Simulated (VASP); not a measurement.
# Cl (Cmce) in VASP: further runs, part 2 of 2

VASP 6.6.1. The steps go on from the part before.

## (3) Single point, RPBE (43.97 Å³/atom)

This run uses another cell than the first one, of 43.97 Å³/atom.

Input file INCAR:

```
SYSTEM = Cl
PREC = Accurate ; ENCUT = 520
EDIFF = 1E-6 ; ISMEAR = -1
SIGMA = 0.05 ; LREAL = .FALSE.
LASPH = .TRUE. ; NELM = 80
ALGO = Normal ; ISIF = 2
LWAVE = .FALSE. ; LCHARG = .FALSE.
GGA = RP ; NBANDS = 22
```

Input file KPOINTS:

```
regular mesh
0
G
  6 6 3
  0 0 0
```

Input file POSCAR:

```
Cl
1.0
    3.8540120153     -2.5508344418      0.0000000000
    3.8540120153      2.5508344418      0.0000000000
    0.0000000000      0.0000000000      8.9453338331
Cl
4
Direct
    0.9042803312      0.0957196688      0.0931923605
    0.5957196688      0.4042803312      0.5931923605
    0.0957196688      0.9042803312      0.9068076395
    0.4042803312      0.5957196688      0.4068076395
```

Potentials or basis: VASP PAW PBE potentials, release 64 (Cl).

Started as:

```console
> cat potpaw_PBE.64/Cl/POTCAR > POTCAR
> mpirun -np 1 vasp_std > vasp.out
```

OUTCAR:

```text
SYSTEM = Cl
   PREC = Accurate
   ENCUT = 520
   EDIFF = 1E-6
   ISMEAR = -1
   LREAL = .FALSE.
   LASPH = .TRUE.
   NELM = 80
   ISIF = 2
   GGA = RP

 ion  position               nearest neighbor table
   1  0.904  0.096  0.093-   3 1.93
   2  0.596  0.404  0.593-   4 1.93
   3  0.096  0.904  0.907-   1 1.93
   4  0.404  0.596  0.407-   2 1.93

  LATTYP: Found a base centered orthorhombic cell.
 ALAT       =     5.1016688836
 B/A-ratio  =     1.5108828516
 C/A-ratio  =     1.7534132530

  Lattice vectors:

 A1 = (  -3.8540120153,  -2.5508344418,   0.0000000000)
 A2 = (   3.8540120153,  -2.5508344418,   0.0000000000)
 A3 = (   0.0000000000,   0.0000000000,   8.9453338331)

Analysis of symmetry for initial positions (statically):
=====================================================================
 Subroutine PRICEL returns:
 Original cell was already a primitive cell.

 Routine SETGRP: Setting up the symmetry group for a
 base centered orthorhombic supercell.

 Subroutine GETGRP returns: Found  8 space group operations
 (whereof  4 operations were pure point group operations)
 out of a pool of  8 trial point group operations.

The static configuration has the point symmetry C_2h.
 The point group associated with its full space group is D_2h.

Analysis of symmetry for dynamics (positions and initial velocities):
=====================================================================
 Subroutine PRICEL returns:
 Original cell was already a primitive cell.

 Routine SETGRP: Setting up the symmetry group for a
 base centered orthorhombic supercell.

 Subroutine GETGRP returns: Found  8 space group operations
 (whereof  4 operations were pure point group operations)
 out of a pool of  8 trial point group operations.

The dynamic configuration has the point symmetry C_2h.
 The point group associated with its full space group is D_2h.

 Subroutine INISYM returns: Found  8 space group operations
 (whereof  4 operations are pure point group operations),
 and found     1 'primitive' translations

----------------------------------------------------------------------------------------

                                     Primitive cell

  volume of cell :     175.8822

  direct lattice vectors                    reciprocal lattice vectors
     3.854012015 -2.550834442  0.000000000     0.129734935 -0.196014289  0.000000000
     3.854012015  2.550834442  0.000000000     0.129734935  0.196014289  0.000000000
     0.000000000  0.000000000  8.945333833     0.000000000  0.000000000  0.111790126

  length of vectors
     4.621705850  4.621705850  8.945333833     0.235059046  0.235059046  0.111790126

  position of ions in fractional coordinates (direct lattice)
     0.904280331  0.095719669  0.093192360
     0.595719669  0.404280331  0.593192360
     0.095719669  0.904280331  0.906807640
     0.404280331  0.595719669  0.406807640

  ion indices of the primitive-cell ions
   primitive index   ion index
                 1           1
                 2           2
                 3           3
                 4           4

----------------------------------------------------------------------------------------

 KPOINTS: regular mesh

Automatic generation of k-mesh.
 Grid dimensions read from file:
 generate k-points for:    6    6    3

 Generating k-lattice:

  Cartesian coordinates                     Fractional coordinates (reciprocal lattice)
     0.021622489 -0.032669048  0.000000000     0.166666667  0.000000000  0.000000000
     0.021622489  0.032669048  0.000000000     0.000000000  0.166666667  0.000000000
     0.000000000  0.000000000  0.037263375     0.000000000  0.000000000  0.333333333

  Length of vectors
     0.039176508  0.039176508  0.037263375

  Shift w.r.t. Gamma in fractional coordinates (k-lattice)
     0.000000000  0.000000000  0.000000000

 Subroutine IBZKPT returns following result:
 ===========================================

 Found     26 irreducible k-points:

 Following reciprocal coordinates:
            Coordinates               Weight
  0.000000  0.000000  0.000000      1.000000
  0.166667 -0.000000  0.000000      4.000000
  0.333333  0.000000  0.000000      4.000000
  0.500000  0.000000  0.000000      2.000000
  0.166667  0.166667  0.000000      2.000000
  0.333333  0.166667  0.000000      4.000000
[... 16 lines left out ...]
  0.333333  0.333333  0.333333      4.000000
  0.500000  0.333333  0.333333      8.000000
 [... further k-points ...]
   k-points           NKPTS =     26   k-points in BZ     NKDIM =     26   number of bands    NBANDS=     22
   number of dos      NEDOS =    301   number of ions     NIONS =      4
   total plane-waves  NPLWV =  90720
   dimension x,y,z NGX =    36 NGY =   36 NGZ =   70
   dimension x,y,z NGXF=    72 NGYF=   72 NGZF=  140
   ions per type =               4
   NGX,Y,Z   is equivalent  to a cutoff of  12.95, 12.95, 13.01 a.u.
   NGXF,Y,Z  is equivalent  to a cutoff of  25.90, 25.90, 26.02 a.u.
 SYSTEM =  Cl
   PREC   = accura    normal or accurate (medium, high low for compatibility)
   ISTART =      0    job   : 0-new  1-cont  2-samecut
   ICHARG =      2    charge: 1-file 2-atom 10-const
   ISPIN  =      1    spin polarized calculation?
   LNONCOLLINEAR =      F non collinear calculations
   LSORBIT =      F    spin-orbit coupling
   LASPH  =      T    aspherical Exc in radial PAW
   ENCUT  =  520.0 eV  38.22 Ry    6.18 a.u.   8.59  8.59 16.63*2*pi/ulx,y,z
   NELM   =     80;   NELMIN=  2; NELMDL= -5     # of ELM steps
   EDIFF  = 0.1E-05   stopping-criterion for ELM
   LREAL  =      F    real-space projection
[... 7 lines left out ...]
   TEBEG  =    0.0;   TEEND  =   0.0 temperature during run
   PSTRESS=    0.0 pullay stress
   NELECT =      28.0000    total number of electrons
   NUPDOWN=      -1.0000    fix difference up-down
   EMIN   =  10.00;   EMAX   =-10.00  energy-range for DOS
   EFERMI =   0.00;   METHOD = LEGACY
   ISMEAR =    -1;   SIGMA  =   0.05  broadening in eV -4-tet -1-fermi 0-gaus
   EFERMI_NEDOS =   21; number of points for ismear=-14 and -15
   IALGO  =     38    algorithm
   IMIX   =      4    mixing-type and parameters
     AMIX     =   0.40;   BMIX     =  1.00
     AMIX_MAG =   1.60;   BMIX_MAG =  1.00
  volume/ion in A,a.u.               =      43.97       296.73
  Fermi-wavevector in a.u.,A,eV,Ry     =   0.887265  1.676688 10.711049  0.787240
  Thomas-Fermi vector in A             =   2.008541
   LORBIT       =      0    0 simple, 1 ext, 2 COOP (PROOUT), +10 PAW based schemes
   GGA     = RP    functional components
   LHFCALC =     F    Hartree Fock is set to
   AEXX    =    0.0000 exact exchange contribution
   IVDW    =     0    specifies the selected vdW correction
   LEPSILON=     F    determine dielectric tensor
   LRPA    =     F    only Hartree local field effects (RPA)
 non-spin polarized calculation
  energy-cutoff  :      520.00
  volume of cell :      175.88
 maximum number of plane-waves:      4765
 NGX is ok and might be reduce to    36
   NGX = 17   NGY = 17   NGZ = 33

 number of electron      28.0000009 magnetization

 Free energy of the ion-electron system (eV)
  ---------------------------------------------------
  ext. energy  EPLUGINS =         0.00000000
  ---------------------------------------------------
  free energy    TOTEN  =        -6.81742693 eV

  energy without entropy =       -6.81742693  energy(sigma->0) =       -6.81742693

 E-fermi :  -1.5890     XC(G=0):  -5.7978

 val. band max:       -2.7607750357   @ k =   0.5000   0.5000   0.0000
 cond. band min:       0.3950785192   @ k =   0.0000   0.0000   0.0000
 fundamental gap:      3.1558535550
 Fermi energy:        -1.5890467180

 k-point     1 :       0.0000    0.0000    0.0000
  band No.  band energies     occupation
      1     -19.7355      2.00000
      2     -19.6889      2.00000
      3     -14.9399      2.00000
      4     -14.7657      2.00000
      5      -7.9964      2.00000
      6      -7.6282      2.00000
[... 14 lines left out ...]
     21       7.1933      0.00000
     22       7.7945      0.00000
[... 552 lines left out ...]
  band No.  band energies     occupation
      1     -19.6982      2.00000
      2     -19.6811      2.00000
      3     -14.8757      2.00000
      4     -14.8143      2.00000
      5      -7.8626      2.00000
      6      -7.7408      2.00000
[... 14 lines left out ...]
     21       6.9282      0.00000
     22       7.4118      0.00000

 [... further k-points ...]

------------------------ aborting loop because EDIFF is reached ----------------------------------------

  FORCE on cell =-STRESS in cart. coord.  units (eV):
  Direction    XX          YY          ZZ          XY          YZ          ZX
  --------------------------------------------------------------------------------------
  -------------------------------------------------------------------------------------
  Total        0.1285884      1.6820546      4.6152480      0.0000000     -0.0000000      0.0000000
  in kB        1.1713605     15.3224701     42.0420363      0.0000000     -0.0000000      0.0000000
  external PRESSURE =      19.5119556 kB  Pullay stress =       0.0000000 kB

 VOLUME and BASIS-vectors are now :
 -----------------------------------------------------------------------------
  energy-cutoff  :      520.00
  volume of cell :      175.88
      direct lattice vectors                 reciprocal lattice vectors
     3.854012015 -2.550834442  0.000000000     0.129734935 -0.196014289  0.000000000
     3.854012015  2.550834442  0.000000000     0.129734935  0.196014289  0.000000000
     0.000000000  0.000000000  8.945333833     0.000000000  0.000000000  0.111790126

 POSITION                                       TOTAL-FORCE (eV/Angst)
 -----------------------------------------------------------------------------------
      3.85401     -2.06250      0.83364         0.000000      0.777427      1.313384
      3.85401     -0.48833      5.30630         0.000000     -0.777427      1.313384
      3.85401      2.06250      8.11170         0.000000     -0.777427     -1.313384
      3.85401      0.48833      3.63903         0.000000      0.777427     -1.313384
 -----------------------------------------------------------------------------------
    total drift:                                0.000000      0.000000     -0.000000

  FREE ENERGIE OF THE ION-ELECTRON SYSTEM (eV)
  ---------------------------------------------------
  free  energy   TOTEN  =        -6.8174269323 eV

  energy  without entropy=       -6.8174269322  energy(sigma->0) =       -6.81742693
```

Run time: 56 s. Hardware: 1 thread of AMD EPYC 9R45 (Zen 5), shared host; peak memory 0.27 GiB.

What came out:

```yaml
Free_energy: -6.8174 eV
Pressure: 2.0 GPa
Largest_force: 1.526 eV/Å
Band_gap_on_the_k_mesh: 3.16 eV (least direct gap 3.19 eV)
```

Forces on the atoms (eV/Å):
```
Cl   0.000  0.777  1.313
Cl   0.000 -0.777  1.313
Cl   0.000 -0.777 -1.313
Cl   0.000  0.777 -1.313
```

Stress tensor (GPa, compression positive):
```
0.12 0.00 0.00
0.00 1.53 0.00
0.00 0.00 4.20
```

Caveat: this functional lacks dispersion, which holds the molecules together, so the pressure and a relaxed volume are unreliable; the PAW data sets were made with another functional, which shifts forces and pressure a little.

## (4) Single point, RPBE (45.97 Å³/atom)

This run uses another cell than the first one, of 45.97 Å³/atom.

Input file INCAR:

```
SYSTEM = Cl
PREC     = Accurate       ! precision mode
ENCUT    = 520            ! plane-wave cutoff, eV
EDIFF    = 1E-6           ! SCF threshold, eV
ISMEAR   = -1             ! smearing method
SIGMA    = 0.05           ! smearing width, eV
LREAL    = .False.        ! projectors in reciprocal space
LASPH    = .True.         ! aspherical terms in the spheres
NELM     = 80             ! most SCF steps
ALGO     = Normal         ! electronic algorithm
ISIF     = 2              ! what is computed and relaxed
LWAVE    = .False.        ! write WAVECAR
LCHARG   = .False.        ! write CHGCAR
GGA      = RP             ! functional
NBANDS   = 22             ! bands
```

Input file KPOINTS:

```
Automatic mesh
0
Gamma
  6 6 3
  0 0 0
```

Input file POSCAR:

```
Cl
1.0
    3.9115430645     -2.5889122115      0.0000000000
    3.9115430645      2.5889122115      0.0000000000
    0.0000000000      0.0000000000      9.0788659651
Cl
4
Direct
    0.9042803312      0.0957196688      0.0931923605
    0.5957196688      0.4042803312      0.5931923605
    0.0957196688      0.9042803312      0.9068076395
    0.4042803312      0.5957196688      0.4068076395
```

Started as:

```console
> cat potpaw_PBE.64/Cl/POTCAR > POTCAR
> mpirun -np 1 vasp_std > vasp.out
```

Wall time 54 s (1 thread of AMD EPYC 9R45 (Zen 5), shared host); peak memory 0.27 GiB.

The run converged. Its results:

| Property | Result |
| --- | --- |
| Free energy | -6.8936 eV |
| Pressure | 1.1 GPa |
| Largest force | 0.854 eV/Å |
| Band gap on the k mesh | 2.99 eV (least direct gap 3.02 eV) |

Forces in eV/Å, atoms in the order of the input:
```
Cl   0.000  0.435  0.735
Cl   0.000 -0.435  0.735
Cl   0.000 -0.435 -0.735
Cl   0.000  0.435 -0.735
```

Stress tensor (GPa, compression positive):
```
0.06 0.00 0.00
0.00 0.82 0.00
0.00 0.00 2.27
```

Levels at points of the mesh, in eV from the valence-band top:
```tsv
k point	band 12	band 13	band 14	band 15	band 16	band 17
(0.00, 0.00, 0.00)	-0.07	-0.06	-0.03	2.99	3.48	6.01
(0.50, 0.00, 0.00)	-0.17	-0.07	-0.07	3.28	3.28	7.91
(0.50, 0.50, 0.00)	-0.34	-0.06	0.00	3.12	3.41	8.24
```

Caveat: this functional lacks dispersion, which holds the molecules together, so the pressure and a relaxed volume are unreliable; the PAW data sets were made with another functional, which shifts forces and pressure a little.

## (5) Single point, RPBE (47.97 Å³/atom)

This run uses another cell than the first one, of 47.97 Å³/atom.

Input file INCAR:

```
PREC = Accurate
ENCUT = 520
EDIFF = 1E-7
ISMEAR = -1
SIGMA = 0.05
LREAL = False
LASPH = True
NELM = 60
ALGO = Normal
ISIF = 2
LWAVE = False
LCHARG = False
GGA = RP
NBANDS = 22
```

Input file KPOINTS:

```
regular mesh
0
Gamma
  6 6 3
```

Input file POSCAR:

```
Cl
1.0
    3.9674298018     -2.6259016691      0.0000000000
    3.9674298018      2.6259016691      0.0000000000
    0.0000000000      0.0000000000      9.2085815755
Cl
4
Direct
    0.9042803312      0.0957196688      0.0931923605
    0.5957196688      0.4042803312      0.5931923605
    0.0957196688      0.9042803312      0.9068076395
    0.4042803312      0.5957196688      0.4068076395
```

Started as:

```console
> cat potpaw_PBE.64/Cl/POTCAR > POTCAR
> mpirun -np 1 vasp_std > vasp.out
```

It took 65 s on 1 thread of AMD EPYC 9R45 (Zen 5), shared host; peak memory 0.27 GiB.

It converged, with:

```yaml
Free_energy: -6.9294 eV
Pressure: 0.3 GPa
Largest_force: 0.282 eV/Å
Band_gap_on_the_k_mesh: 2.84 eV (least direct gap 2.87 eV)
```

Forces in eV/Å, atoms in the order of the input:
```
Cl   0.000  0.144  0.243
Cl   0.000 -0.144  0.243
Cl   0.000 -0.144 -0.243
Cl   0.000  0.144 -0.243
```

Stress tensor (GPa, compression positive):
```
0.02 0.00 0.00
0.00 0.26 0.00
0.00 0.00 0.71
```

Levels at points of the mesh, in eV from the valence-band top:
| k point | band 12 | band 13 | band 14 | band 15 | band 16 | band 17 |
| --- | --- | --- | --- | --- | --- | --- |
| (0.00, 0.00, 0.00) | -0.06 | -0.05 | -0.03 | 2.84 | 3.30 | 6.01 |
| (0.50, 0.00, 0.00) | -0.15 | -0.07 | -0.07 | 3.11 | 3.11 | 7.92 |
| (0.50, 0.50, 0.00) | -0.30 | -0.06 | 0.00 | 2.96 | 3.23 | 8.23 |

Caveat: this functional lacks dispersion, which holds the molecules together, so the pressure and a relaxed volume are unreliable; the PAW data sets were made with another functional, which shifts forces and pressure a little; this functional lacks dispersion, which binds layers or chains, so the pressure and a relaxed spacing across them are unreliable. A k mesh can miss the band edges.

## (6) Single point, RPBE (49.97 Å³/atom)

Input file INCAR:

```
SYSTEM = Cl
PREC = Accurate
ENCUT = 520
EDIFF = 1E-6
ISMEAR = -1
SIGMA = 0.05
LREAL = .FALSE.
LASPH = .TRUE.
NELM = 100
ALGO = Normal
ISIF = 2
LWAVE = .FALSE.
LCHARG = .FALSE.
GGA = RP
NBANDS = 22
```

Input file KPOINTS:

```
regular mesh
0
G
  6 6 3
  0 0 0
```

Input file POSCAR:

```
Cl
1.0
    4.0217849096     -2.6618773953      0.0000000000
    4.0217849096      2.6618773953      0.0000000000
    0.0000000000      0.0000000000      9.3347422059
Cl
4
Direct
    0.9042803312      0.0957196688      0.0931923605
    0.5957196688      0.4042803312      0.5931923605
    0.0957196688      0.9042803312      0.9068076395
    0.4042803312      0.5957196688      0.4068076395
```

Potentials or basis: VASP PAW PBE potentials, release 64 (Cl).

Started as:

```console
> cat potpaw_PBE.64/Cl/POTCAR > POTCAR
> mpirun -np 1 vasp_std > vasp.out
```

Run time: 59 s. Hardware: 1 thread of AMD EPYC 9R45 (Zen 5), shared host; peak memory 0.27 GiB.

Results (log left out):

| Quantity | Value |
| --- | --- |
| Free energy | -6.9326 eV |
| Pressure | -0.3 GPa |
| Largest force | 0.208 eV/Å |
| Band gap on the k mesh | 2.69 eV (least direct gap 2.72 eV) |

Forces on the atoms (eV/Å):
```
Cl   0.000 -0.105 -0.179
Cl   0.000  0.105 -0.179
Cl   0.000  0.105  0.179
Cl   0.000 -0.105  0.179
```

Stress tensor (GPa, compression positive):
```
-0.02  0.00  0.00
 0.00 -0.20  0.00
 0.00  0.00 -0.55
```

Levels at points of the mesh, in eV from the valence-band top:
| k point | band 11 | band 12 | band 13 | band 14 | band 15 | band 16 | band 17 | band 18 |
| --- | --- | --- | --- | --- | --- | --- | --- | --- |
| (0.00, 0.00, 0.00) | -0.25 | -0.06 | -0.05 | -0.03 | 2.69 | 3.12 | 6.00 | 7.05 |
| (0.50, 0.00, 0.00) | -0.14 | -0.14 | -0.06 | -0.06 | 2.94 | 2.94 | 7.92 | 7.92 |
| (0.50, 0.50, 0.00) | -0.29 | -0.27 | -0.05 | 0.00 | 2.80 | 3.06 | 8.21 | 8.29 |

Caveat: this functional lacks dispersion, which holds the molecules together, so the pressure and a relaxed volume are unreliable; the PAW data sets were made with another functional, which shifts forces and pressure a little; this functional lacks dispersion, which binds layers or chains, so the pressure and a relaxed spacing across them are unreliable.

## (7) Summary

| cell | k mesh | gap on the mesh (eV) | pressure (GPa) | largest force (eV/Å) |
| --- | --- | --- | --- | --- |
| a = 4.823, b = 4.823, c = 9.335 Å, angles 90.0, 90.0, 67.0°, 4 atoms | 5 × 5 × 2 | 2.70 | -0.3 | 0.21 |
| a = 4.622, b = 4.622, c = 8.945 Å, angles 90.0, 90.0, 67.0°, 4 atoms | 6 × 6 × 3 | 3.16 | 2.0 | 1.53 |
| a = 4.691, b = 4.691, c = 9.079 Å, angles 90.0, 90.0, 67.0°, 4 atoms | 6 × 6 × 3 | 2.99 | 1.1 | 0.85 |
| a = 4.758, b = 4.758, c = 9.209 Å, angles 90.0, 90.0, 67.0°, 4 atoms | 6 × 6 × 3 | 2.84 | 0.3 | 0.28 |
| a = 4.823, b = 4.823, c = 9.335 Å, angles 90.0, 90.0, 67.0°, 4 atoms | 6 × 6 × 3 | 2.69 | -0.3 | 0.21 |

Alike in all rows: task single point; level RPBE; potentials or basis VASP PAW PBE potentials, release 64 (Cl); no spin polarisation; cutoff (eV) 520; smearing fermi-dirac 0.05 eV.

Caveats: this functional lacks dispersion, which holds the molecules together, so the pressure and a relaxed volume are unreliable; the PAW data sets were made with another functional, which shifts forces and pressure a little; this functional lacks dispersion, which binds layers or chains, so the pressure and a relaxed spacing across them are unreliable (at least some runs).

Total energies depend on the potentials used, so only differences within one code and one set of settings carry meaning.
